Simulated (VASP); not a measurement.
Crystal: LaTlS2.

```
Tl S La
1.0
     4.08597    0.00000    0.00000
     0.00000    4.08597    0.00000
     0.00000    0.00000    5.77843
Tl S La
1 2 1
Direct
  0.00000 0.00000 0.00000
  0.00000 0.00000 0.50000
  0.50000 0.50000 0.00000
  0.50000 0.50000 0.50000
```

* Program: VASP 6.6.1
* Task: relaxation of cell and atoms
* Functional: PBEsol
* Potentials or basis: VASP PAW PBE potentials, release 64 (Tl_d, S, La)
* Cutoff: 600 eV
* k mesh: 6 × 6 × 4
* Occupations: fermi-dirac, width 0.03 eV
* Spin: no spin polarisation

At the start: pressure 4.5 GPa; volume 24.12 Å³/atom.

Task: Where does the relaxation end?

Result: Over 5 steps the energy falls by 21.3 meV/atom and the volume is 25.75 Å³/atom (+6.8 %); space group P4/mmm (No. 123, to 0.1 Å) before and after.

Step by step:
```csv
step,energy change (eV),largest force (eV/Å),pressure (GPa),volume (Å³)
1,0.0000,0.0000,4.45,96.47
2,-0.0679,0.0000,-1.66,106.13
3,-0.0845,0.0000,-0.02,102.91
4,-0.0845,0.0000,-0.09,103.04
5,-0.0851,0.0000,-0.04,103.01
```

Final structure:
```xyz
4
Lattice="4.1906 0.0000 0.0000 0.0000 4.1906 0.0000 0.0000 0.0000 5.8656" Properties=species:S:1:pos:R:3 pbc="T T T"
Tl    0.0000    0.0000    0.0000
S     0.0000    0.0000    2.9328
S     2.0953    2.0953    0.0000
La    2.0953    2.0953    2.9328
```

Caveat: the PAW data sets were made with another functional, which shifts forces and pressure a little.
